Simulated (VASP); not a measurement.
The system is K.

```
CELL_PARAMETERS angstrom
-2.61250 2.61250 2.61250
2.61250 -2.61250 2.61250
2.61250 2.61250 -2.61250
ATOMIC_POSITIONS crystal
K 0.00000 0.00000 0.00000
```

- Program: VASP 6.6.1
- Task: relaxation of volume and atoms at fixed shape
- Functional: r2SCAN
- Potentials or basis: VASP PAW PBE potentials, release 64 (K_sv)
- Cutoff: 600 eV
- k mesh: 6 × 6 × 6
- Occupations: gaussian, width 0.1 eV
- Spin: no spin polarisation

At the start: pressure 0.3 GPa; volume 71.32 Å³/atom.

Question: How do energy, volume and symmetry change on relaxing?

Answer: Over 5 steps the energy falls by 5.0 meV/atom and the volume is 76.91 Å³/atom (+7.8 %); space group Im-3m (No. 229, to 0.05 Å).

The path:
| step | energy change (eV) | largest force (eV/Å) | pressure (GPa) | volume (Å³) |
| --- | --- | --- | --- | --- |
| 1 | 0.0000 | 0.0000 | 0.30 | 71.32 |
| 2 | -0.0023 | 0.0000 | 0.21 | 72.72 |
| 3 | -0.0042 | 0.0000 | 0.12 | 74.61 |
| 4 | -0.0047 | 0.0000 | -0.08 | 78.48 |
| 5 | -0.0050 | 0.0000 | 0.00 | 76.91 |

Final structure:
```
K
1.0
    -2.67903    2.67903    2.67903
     2.67903   -2.67903    2.67903
     2.67903    2.67903   -2.67903
K
1
Direct
  0.00000 0.00000 0.00000
```

Caveat: the PAW data sets were made with another functional, which shifts forces and pressure a little.
